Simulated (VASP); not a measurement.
# MgO in VASP: further runs, part 2 of 2

VASP 6.6.1. The steps go on from the part before.

**3. Single point, PBE**

Contents of INCAR:

```
SYSTEM = MgO
ALGO     = Normal         ! electronic algorithm
EDIFF    = 1E-6           ! SCF threshold, eV
ENCUT    = 520            ! plane-wave cutoff, eV
GGA      = PE             ! functional
ISIF     = 2              ! what is computed and relaxed
ISMEAR   = -1             ! smearing method
LASPH    = .TRUE.         ! aspherical terms in the spheres
LCHARG   = .FALSE.        ! write CHGCAR
LREAL    = Auto         
LWAVE    = .FALSE.        ! write WAVECAR
NBANDS   = 66             ! bands
NELM     = 80             ! most SCF steps
PREC     = Accurate       ! precision mode
SIGMA    = 0.05           ! smearing width, eV
```

Contents of KPOINTS:

```
k-points
0
G
  2 2 1
  0 0 0
```

Contents of POSCAR:

```
MgO
1.0
    5.5677590000      0.0000000000      0.0000000000
    2.7838790000      4.8218210000      0.0000000000
    0.0000000000      0.0000000000     17.6825700000
Mg O
12 12
Direct
    0.0000000000      0.0000000000      0.0565528653
   -0.0000060056      0.4999978224      0.0565528653
    0.5000036819      0.0000000000      0.0565528653
    0.4999976763      0.4999978224      0.0565528653
    0.6574478357      0.6595433551      0.1979010970
    0.6455496008      0.1703505792      0.1957747092
    0.1369537745      0.6730444784      0.2016788284
    0.1491362073      0.1622001314      0.1944174405
    0.3303440761      0.3365533478      0.3406688055
    0.3374782855      0.8341247010      0.3414322692
    0.8318670000      0.3154824702      0.3475569445
    0.8418003027      0.8260986876      0.3434794829
    0.3333283089      0.8333366170      0.1208251968
    0.3333343145      0.3333387946      0.1208251968
    0.8333319908      0.8333366170      0.1208251968
    0.8333379965      0.3333387946      0.1208251968
   -0.0389799287      0.5174186267      0.2688636324
   -0.0092536301     -0.0117383038      0.2650293481
    0.4725000781      0.4999978224      0.2573325031
    0.4873725776      0.0149528570      0.2578075472
    0.6899985265      0.1460029313      0.4112807132
    0.6868999170      0.6271489547      0.4074803606
    0.1801721667      0.1431616810      0.4046696832
    0.1636356635      0.6690003631      0.4018703164
```

Potentials or basis: VASP PAW PBE potentials, release 64 (Mg, O).

Launch:

```bash
cat potpaw_PBE.64/Mg/POTCAR potpaw_PBE.64/O/POTCAR > POTCAR
mpirun -np 1 vasp_std > vasp.out
```

OUTCAR:

```text
SYSTEM = MgO
   EDIFF = 1E-6
   ENCUT = 520
   GGA = PE
   ISIF = 2
   ISMEAR = -1
   LASPH = .TRUE.
   LREAL = Auto
   NELM = 80
   PREC = Accurate

 ion  position               nearest neighbor table
   1  0.000  0.000  0.057-  13 1.97  15 1.97  16 1.97   2 2.78   3 2.78   4 2.78   4 2.78   3 2.78
                             2 2.78   8 2.86   6 3.00   7 3.02
   2  1.000  0.500  0.057-  16 1.97  15 1.97  14 1.97   1 2.78   3 2.78   4 2.78   4 2.78   3 2.78
                             1 2.78   8 2.93   7 2.97   5 3.00
   3  0.500  0.000  0.057-  15 1.97  13 1.97  14 1.97   4 2.78   2 2.78   1 2.78   1 2.78   2 2.78
                             4 2.78   6 2.90   8 2.97   5 2.99
[... 505 lines left out ...]
  in kB      159.7944601    173.5423092     24.6472439      1.8846177      9.4830071      1.3352305
  external PRESSURE =     119.3280044 kB  Pullay stress =       0.0000000 kB

 VOLUME and BASIS-vectors are now :
 -----------------------------------------------------------------------------
  energy-cutoff  :      520.00
  volume of cell :      474.72
      direct lattice vectors                 reciprocal lattice vectors
     5.567759000  0.000000000  0.000000000     0.179605475 -0.103695245  0.000000000
     2.783879000  4.821821000  0.000000000     0.000000000  0.207390527  0.000000000
     0.000000000  0.000000000 17.682570000     0.000000000  0.000000000  0.056552865

 POSITION                                       TOTAL-FORCE (eV/Angst)
 -----------------------------------------------------------------------------------
      0.00000      0.00000      1.00000        -0.030339     -0.110476     -0.807999
      6.95966      2.41090      1.00000         0.067230      0.051600     -0.772156
      2.78390      0.00000      1.00000        -0.025947     -0.040746     -0.740157
      4.17580      2.41090      1.00000        -0.097241      0.085831     -0.662107
      5.49660      3.18020      3.49940        -0.439946      0.689542      0.586106
      4.06850      0.82140      3.46180         0.951252     -0.087766      0.452583
[... 16 lines left out ...]
      1.40170      0.69030      7.15560         0.313166      0.884849      0.663389
      2.77350      3.22580      7.10610         0.742331     -0.343760      1.144075
 -----------------------------------------------------------------------------------
    total drift:                               -0.004400      0.000814      0.034404

  FREE ENERGIE OF THE ION-ELECTRON SYSTEM (eV)
  ---------------------------------------------------
  free  energy   TOTEN  =      -118.1771345851 eV

  energy  without entropy=     -118.0574852930  energy(sigma->0) =     -118.11730994
```

OSZICAR:

```text
N       E                     dE             d eps       ncg     rms          rms(c)
DAV:   1     0.808043043685E+03    0.80804E+03   -0.41821E+04   528   0.121E+03
DAV:   2    -0.265222844416E+02   -0.83457E+03   -0.77915E+03   702   0.295E+02
DAV:   3    -0.149571621848E+03   -0.12305E+03   -0.12201E+03   646   0.120E+02
[... 23 lines left out ...]
DAV:  27    -0.118177111316E+03   -0.21483E-04   -0.91361E-07   414   0.333E-03    0.511E-03
DAV:  28    -0.118177124739E+03   -0.13423E-04   -0.41977E-07   462   0.196E-03    0.294E-03
DAV:  29    -0.118177131404E+03   -0.66649E-05   -0.29439E-07   422   0.179E-03    0.127E-03
DAV:  30    -0.118177133767E+03   -0.23637E-05   -0.15799E-07   430   0.942E-04    0.116E-03
DAV:  31    -0.118177134585E+03   -0.81783E-06   -0.89528E-08   414   0.103E-03
   1 F= -.11817713E+03 E0= -.11811731E+03  d E =-.119649E+00
```

stdout:

```text
POSCAR found type information on POSCAR MgO
 POSCAR found :  2 types and      24 ions
 scaLAPACK will be used
 LDA part: xc-table for (Slater+PW92), standard interpolation
 POSCAR, INCAR and KPOINTS ok, starting setup
 FFT: planning ... GRIDC
 FFT: planning ... GRID_SOFT
 FFT: planning ... GRID
 WAVECAR not read
 entering main loop
```

It took 8.2 min on 1 thread of Intel Xeon Platinum 8488C (Sapphire Rapids), shared host; peak memory 0.54 GiB.

Results:

- Free energy: -118.1771 eV
- Largest force: 2.029 eV/Å
- Band gap on the k mesh: zero (bands 48 and 49 overlap by 0.39 eV)

Forces in eV/Å, atoms in the order of the input:
```
Mg  -0.030 -0.110 -0.808
Mg   0.067  0.052 -0.772
Mg  -0.026 -0.041 -0.740
Mg  -0.097  0.086 -0.662
Mg  -0.440  0.690  0.586
Mg   0.951 -0.088  0.453
Mg   0.249 -0.619 -0.327
Mg   0.504  0.190  1.612
Mg  -0.186 -0.636  0.094
Mg   0.289 -1.067 -0.860
Mg   0.899 -0.282 -1.761
Mg  -1.487  0.168 -0.341
O   -0.280  0.014  0.052
O   -0.591  0.206 -0.082
O   -0.196 -0.059  0.271
O   -0.223  0.003  0.328
O    0.651 -1.603 -1.060
O    0.401  1.595 -0.407
O    1.115  0.082  1.084
O   -1.197 -0.919  1.025
O   -1.207  0.075  0.041
O   -0.220  1.724  0.468
O    0.313  0.885  0.663
O    0.742 -0.344  1.144
```

Caveat: the k points lie up to 0.65 Å⁻¹ apart.

**4. Relaxation of the atoms, PBE**

Contents of INCAR:

```
PREC = Accurate ; ENCUT = 520
EDIFF = 1E-7 ; ISMEAR = -1
SIGMA = 0.05 ; LREAL = Auto
LASPH = T ; NELM = 100
ALGO = Normal ; ISIF = 2
LWAVE = F ; LCHARG = F
GGA = PE ; IBRION = 2
NSW = 45 ; EDIFFG = -0.08
```

Contents of KPOINTS:

```
regular mesh
0
Gamma
  2 2 1
```

Contents of POSCAR:

```
MgO
1.0
    5.5677590000      0.0000000000      0.0000000000
    2.7838790000      4.8218210000      0.0000000000
    0.0000000000      0.0000000000     17.6825700000
Mg O
12 12
Selective dynamics
Direct
    0.0000000000      0.0000000000      0.0565529000  F F F
    0.0000000000      0.5000000000      0.0565529000  F F F
    0.5000000000      0.0000000000      0.0565529000  F F F
    0.5000000000      0.5000000000      0.0565529000  F F F
    0.6666667000      0.6666667000      0.1850991000  T T T
    0.6666667000      0.1666667000      0.1850991000  T T T
    0.1666667000      0.6666667000      0.1850991000  T T T
    0.1666667000      0.1666667000      0.1850991000  T T T
    0.3333333000      0.3333333000      0.3136454000  T T T
    0.3333333000      0.8333333000      0.3136454000  T T T
    0.8333333000      0.3333333000      0.3136454000  T T T
    0.8333333000      0.8333333000      0.3136454000  T T T
    0.3333333000      0.8333333000      0.1208260000  F F F
    0.3333333000      0.3333333000      0.1208260000  F F F
    0.8333333000      0.8333333000      0.1208260000  F F F
    0.8333333000      0.3333333000      0.1208260000  F F F
    0.0000000000      0.5000000000      0.2493722000  T T T
    0.0000000000      0.0000000000      0.2493722000  T T T
    0.5000000000      0.5000000000      0.2493722000  T T T
    0.5000000000      0.0000000000      0.2493722000  T T T
    0.6666667000      0.1666667000      0.3779185000  T T T
    0.6666667000      0.6666667000      0.3779185000  T T T
    0.1666667000      0.1666667000      0.3779185000  T T T
    0.1666667000      0.6666667000      0.3779185000  T T T
```

Launch:

```bash
cat potpaw_PBE.64/Mg/POTCAR potpaw_PBE.64/O/POTCAR > POTCAR
mpirun -np 1 vasp_std > vasp.out
```

It took 38 min on 1 thread of Intel Xeon Platinum 8259CL at 2.50GHz (Skylake/Cascade Lake), shared host; peak memory 0.6 GiB.

It converged, with:

```
Free energy               : -119.2970 eV
Energy gained by relaxing : 125.2 meV/atom
Ionic steps               : 12
Band gap on the k mesh    : zero (bands 48 and 49 overlap by 0.34 eV)
```

Step by step:
| step | energy change (eV) | largest force on free atoms (eV/Å) | pressure (GPa) |
| --- | --- | --- | --- |
| 1 | 0.0000 | 2.4045 | 17.80 |
| 2 | -0.8066 | 1.8797 | 17.77 |
| 3 | -0.8690 | 1.1127 | 17.58 |
| 4 | -1.3322 | 0.9766 | 16.69 |
| 5 | -2.1935 | 1.3055 | 14.30 |
| 6 | -1.9986 | 2.5961 | 10.63 |
| 7 | -2.3733 | 2.0525 | 12.44 |
| 8 | -2.6364 | 1.6173 | 11.79 |
| 9 | -2.9456 | 0.6441 | 10.52 |
| 10 | -2.9669 | 0.3152 | 10.12 |
| 11 | -2.9821 | 0.2467 | 10.23 |
| 12 | -3.0045 | 0.0386 | 10.57 |

Final structure:
```
Mg O
1.0
     5.56776    0.00000    0.00000
     2.78388    4.82182    0.00000
     0.00000    0.00000   17.68257
Mg O
12 12
Direct
  0.00000 0.00000 0.05655
  0.00000 0.50000 0.05655
  0.50000 0.00000 0.05655
  0.50000 0.50000 0.05655
  0.66667 0.66667 0.19984
  0.66667 0.16667 0.19984
  0.16667 0.66667 0.19984
  0.16667 0.16667 0.19984
  0.33333 0.33333 0.34348
  0.33333 0.83333 0.34348
  0.83333 0.33333 0.34348
  0.83333 0.83333 0.34348
  0.33333 0.83333 0.12083
  0.33333 0.33333 0.12083
  0.83333 0.83333 0.12083
  0.83333 0.33333 0.12083
  0.00000 0.50000 0.26421
  0.00000 0.00000 0.26421
  0.50000 0.50000 0.26421
  0.50000 0.00000 0.26421
  0.66667 0.16667 0.40837
  0.66667 0.66667 0.40837
  0.16667 0.16667 0.40837
  0.16667 0.66667 0.40837
```

Levels at points of the mesh, in eV from the Fermi level:
| k point | band 44 | band 45 | band 46 | band 47 | band 48 | band 49 | band 50 | band 51 |
| --- | --- | --- | --- | --- | --- | --- | --- | --- |
| (0.00, 0.00, 0.00) | -0.56 | -0.26 | -0.26 | -0.26 | 0.40 | 0.40 | 2.65 | 2.65 |
| (0.50, 0.00, 0.00) | -0.78 | -0.50 | -0.50 | -0.12 | -0.12 | 0.05 | 0.05 | 2.16 |

Caveat: the k points lie up to 0.65 Å⁻¹ apart.

**5. Overview**

| task | cell | atoms held fixed (from 0) | gap on the mesh (eV) | largest force (eV/Å) |
| --- | --- | --- | --- | --- |
| single point | as given, atomic positions A | - | none | 0.65 |
| single point | as given, atomic positions B | - | none | 2.03 |
| relaxation of the atoms | atoms relaxed, atomic positions C | [0, 12, 1, 13, 2, 14, 3, 15] | none | - |

Alike in all rows: level PBE; potentials or basis VASP PAW PBE potentials, release 64 (Mg, O); no spin polarisation; k mesh 2 × 2 × 1; cutoff (eV) 520; smearing fermi-dirac 0.05 eV.

Caveats: all runs use coarse meshes.

Total energies depend on the potentials used, so only differences within one code and one set of settings carry meaning.
